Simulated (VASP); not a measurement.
Here is a VASP 6.6.1 calculation.

File INCAR:

```
SYSTEM = H3ClO
ALGO = Normal
EDIFF = 1E-6
ENCUT = 520
GGA = PE
ISIF = 2
ISMEAR = -1
IVDW = 12
LASPH = .True.
LCHARG = .False.
LREAL = Auto
LWAVE = .False.
NBANDS = 58
NELM = 80
PREC = Accurate
SIGMA = 0.02
```

File KPOINTS:

```
k-points
0
Gamma
  1 1 1
  0 0 0
```

POSCAR

```
H3ClO
1.0
    7.0260910000      0.0000000000      0.0000000000
    0.0000000000      7.0260910000      0.0000000000
    0.0000000000      0.0000000000      7.0260910000
Cl H O
5 15 5
Direct
   -0.0319381004      0.4681692850      0.9612741993
   -0.0703805288     -0.0776107227      0.8164141341
    0.4102281055      0.5053023082      0.1685859178
    0.7916492969      0.5389767938      0.5252992026
    0.4943289234      0.2066013663      0.7150348608
   -0.0658260760      0.6546456629      0.8970564144
    0.1542393914     -0.1234968349      0.5465912696
    0.3605276391      0.4084205570      0.0109164541
    0.8319704370      0.7065094944      0.3731662456
    0.5752843224      0.3593463279      0.6448393566
    0.8685056883      0.3031984641      0.4510900869
    0.9646331082      0.1092072391      0.4681977504
    0.6851747294      0.9368082480      0.3369014150
    0.6674977594      0.8561375023      0.1248631707
    0.1403198450      0.9630675151      0.2544658189
    0.1824200683      0.6860002240      0.4423939286
    0.2887807744      0.8661715312      0.8417767433
    0.3560016516      0.7829958365      1.0273849285
    0.0775964900      0.1785630160      0.2305834069
    0.1072715967     -0.0107314295      0.0494442785
    0.8928862436      0.1862344225      0.3736216909
    0.7107081306      0.8276437069      0.2583086385
    0.1114560002      0.8137526257      0.4368431892
    0.4143413457      0.8404531054      0.9145625925
    0.1521614223      0.0634634536      0.1607437194
```

Potentials or basis: VASP PAW PBE potentials, release 64 (Cl, H, O).

The run is started by

```console
$ cat potpaw_PBE.64/Cl/POTCAR potpaw_PBE.64/H/POTCAR potpaw_PBE.64/O/POTCAR > POTCAR
$ mpirun -np 1 vasp_gam > vasp.out
```

(1) Predict the band gap on the k mesh.

(2) Predict the largest force.

(3) Predict the dispersion energy per atom.

(4) Estimate the pressure.

## Answers

(1) 3.87 eV.

(2) 3.552 eV/Å.

(3) -0.054 eV.

(4) -0.2 GPa.

Caveat: the k points lie up to 0.89 Å⁻¹ apart.
